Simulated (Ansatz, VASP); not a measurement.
Ga4SeS in VASP and in Ansatz

```
Ga Se S
1.0
     5.42617    0.00000    0.00000
     0.00000    5.42617    0.00000
     0.00000    0.00000   15.19246
Ga Se S
4 1 1
Direct
  0.50000 0.50000 0.85068
  0.50000 0.50000 0.14932
  0.50000 0.00000 0.50000
  0.00000 0.50000 0.50000
  0.50000 0.50000 0.50000
  0.50000 0.50000 0.00000
```

Alike in both runs: functional PBE; k mesh 8 × 8 × 4; occupations gaussian, width 0.1 eV; no spin polarisation.

Ansatz relaxed the structure, and its values are those at the end. VASP's run is a single point on that final structure, the one shown.

|  | VASP | Ansatz |
| --- | --- | --- |
| version | VASP 6.6.1 | Ansatz 0.2.0 |
| potentials or method | VASP PAW PBE potentials, release 64 (Ga_d, Se, S), cutoff 520 eV | scalar-relativistic, plane waves, PAW |
| valence electrons in the cell | 64 | 74 |

Ansatz gave:

| Item | Value |
| --- | --- |
| gap on the k mesh at the Fermi level (eV) | none |
| pressure (GPa) | 0.0 |
| rms of the force components (eV/Å) | 0.003 |

Q: What did VASP give for the same quantities?

A: gap on the k mesh at the Fermi level (eV): none; pressure (GPa): 0.0; rms of the force components (eV/Å): 0.008.

A gap of «none» marks a metal or a gap that the smearing closes. VASP's potentials hold 64 valence electrons a cell and Ansatz's 74, so a difference there can come from the potentials and not from the codes. Ansatz's warnings: xc potential rough in thin density.
